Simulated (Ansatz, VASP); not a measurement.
GaN: VASP beside Ansatz

```
Ga N
1.0
     3.18636    0.00000    0.00000
    -1.59318    2.75947    0.00000
     0.00000    0.00000    5.16052
Ga N
2 2
Direct
  0.33333 0.66667 0.99873
  0.66667 0.33333 0.49873
  0.33333 0.66667 0.37627
  0.66667 0.33333 0.87627
```

Alike in both runs: functional LDA; k mesh 9 × 9 × 6; no spin polarisation.

Ansatz relaxed the structure, and its values are those at the end. VASP's run is a single point on that final structure, the one shown.

|  | VASP | Ansatz |
| --- | --- | --- |
| version | VASP 6.6.1 | Ansatz 0.2.0 |
| potentials or method | VASP PAW LDA potentials, release 64 (Ga_d, N_h) | scalar-relativistic, plane waves, PAW |
| plane-wave cutoff (eV) | 910 | 420 |
| occupations | gaussian, width 0.01 eV | fixed |
| valence electrons in the cell | 36 | 36 |

|  | VASP | Ansatz | Ansatz less VASP |
| --- | --- | --- | --- |
| gap on the k mesh at the Fermi level (eV) | 1.99 | 1.98 | -0.018 |
| least direct gap on the mesh (eV) | 1.99 | 1.98 | -0.018 |

LDA's correlation is that of Perdew and Zunger in VASP and of Perdew and Wang (1992) in Ansatz. Ansatz's warnings: stress scf threshold loose.

Noted on VASP's run: the cutoff is short for stress, so the pressure is rough.
